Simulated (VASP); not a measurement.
The system is AlNi (WC type).

```
Ni Al
1.0
     3.20163    0.00000    0.00000
    -1.60081    2.77269    0.00000
     0.00000    0.00000    3.13759
Ni Al
1 1
Cartesian
  0.0000 0.0000 0.0000
  0.0000 1.8485 1.5688
```

```yaml
Program: VASP 6.6.1
Task: relaxation of cell and atoms
Functional: PBE
Potentials_or_basis: VASP PAW PBE potentials, release 64 (Ni, Al)
Cutoff: 600 eV
k_mesh: 15 × 15 × 13
Occupations: fermi-dirac, width 0.08 eV
Spin: no spin polarisation
```

At the start: pressure -1.9 GPa; volume 13.93 Å³/atom.

**Question.** How do energy, volume and symmetry change on relaxing?

**Answer.** Over 22 steps the energy falls by 162.3 meV/atom and the volume is 12.60 Å³/atom (-9.5 %); space group P-6m2 (No. 187, to 0.05 Å).

The path:
```
step  energy change (eV)  largest force (eV/Å)  pressure (GPa)  volume (Å³)
   1              0.0000                0.0000           -1.85        27.85
   2             -0.0101                0.0000            0.67        27.21
   3             -0.0125                0.0000            2.34        26.81
   4             -0.0182                0.0000            2.39        26.72
   5             -0.0381                0.0000            2.93        26.46
   6             -0.0923                0.0000            3.93        25.89
   7             -0.2226                0.0000            7.12        24.61
   8              0.1294                0.0000           30.28        21.56
   9             -0.2599                0.0000            9.42        24.01
  10             -0.2381                0.0000           14.54        23.13
  11             -0.2626                0.0000           11.80        23.56
  12             -0.2695                0.0000           11.33        23.57
  13             -0.2750                0.0000           10.41        23.60
  14             -0.2827                0.0000            9.52        23.72
  15             -0.3017                0.0000            6.79        24.09
  16             -0.3223                0.0000            2.09        24.83
  17             -0.3246                0.0000            0.12        25.16
  18             -0.3246                0.0000            0.03        25.19
  19             -0.3246                0.0000           -0.38        25.19
  20             -0.3246                0.0000           -0.03        25.19
  21             -0.3246                0.0000           -0.08        25.20
  22             -0.3246                0.0000           -0.05        25.20
```

Final structure:
```
Ni Al
1.0
     2.76149    0.00000    0.00000
    -1.38074    2.39152    0.00000
     0.00000    0.00000    3.81526
Ni Al
1 1
Direct
  0.00000 0.00000 0.00000
  0.33333 0.66667 0.50000
```
